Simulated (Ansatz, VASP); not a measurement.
## PbS in VASP and in Ansatz

```xyz
2
Lattice="4.0897 0.0000 0.0000 -2.0448 3.5418 0.0000 0.0000 0.0000 3.7882" Properties=species:S:1:pos:R:3 pbc="T T T"
Pb    0.0000    0.0000    0.0000
S     2.0448    1.1806    1.8941
```

Alike in both runs: task single point; functional BLYP; k mesh 6 × 6 × 6; occupations fermi-dirac, width 0.01 eV; no spin polarisation.

```csv
,VASP,Ansatz
version,VASP 6.6.1,Ansatz 0.2.0
potentials or method,"VASP PAW PBE potentials, release 64 (Pb_d, S)","plane waves, PAW"
plane-wave cutoff (eV),520,420
valence electrons in the cell,20,20
```

|  | VASP | Ansatz | Ansatz less VASP |
| --- | --- | --- | --- |
| pressure (GPa) | 3.2 | 3.1 | -0.05 |
| traceless stress, the component that is largest in VASP (GPa) | 0.47 | 0.44 | -0.030 |

VASP's potentials were made for PBE, not for BLYP. The functional is the same, so the differences come from potentials, cutoffs and numerics.

Neither program's run includes spin-orbit coupling.
